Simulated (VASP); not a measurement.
Here is a VASP 6.6.1 calculation.

File INCAR:

```
SYSTEM = W
PREC = Accurate
ENCUT = 520
EDIFF = 1E-7
ISMEAR = -1
SIGMA = 0.1
LREAL = .FALSE.
LASPH = .TRUE.
NELM = 100
ALGO = Normal
ISIF = 2
LWAVE = .FALSE.
LCHARG = .FALSE.
GGA = RP
NBANDS = 13
```

Contents of KPOINTS:

```
regular mesh
0
G
  5 5 5
  0 0 0
```

File POSCAR:

```
W
1.0
    0.0000000000      2.0210315622      2.0210315622
    2.0210315622      0.0000000000      2.0210315622
    2.0210315622      2.0210315622      0.0000000000
W
1
Direct
    0.0000000000      0.0000000000      0.0000000000
```

Potentials or basis: VASP PAW PBE potentials, release 64 (W_sv).

The run is started by

```console
$ cat potpaw_PBE.64/W_sv/POTCAR > POTCAR
$ mpirun -np 1 vasp_std > vasp.out
```

(1) Estimate the pressure.

(2) Estimate the band gap on the k mesh.

## Answers

(1) 2.5 GPa.

(2) zero (band 7 reaches 11.98 eV, above the bottom of band 8 at 9.95 eV).

Caveat: the k points lie up to 0.54 Å⁻¹ apart; the PAW data sets were made with another functional, which shifts forces and pressure a little; spin-orbit coupling is left out, which moves the levels of the heavy elements.
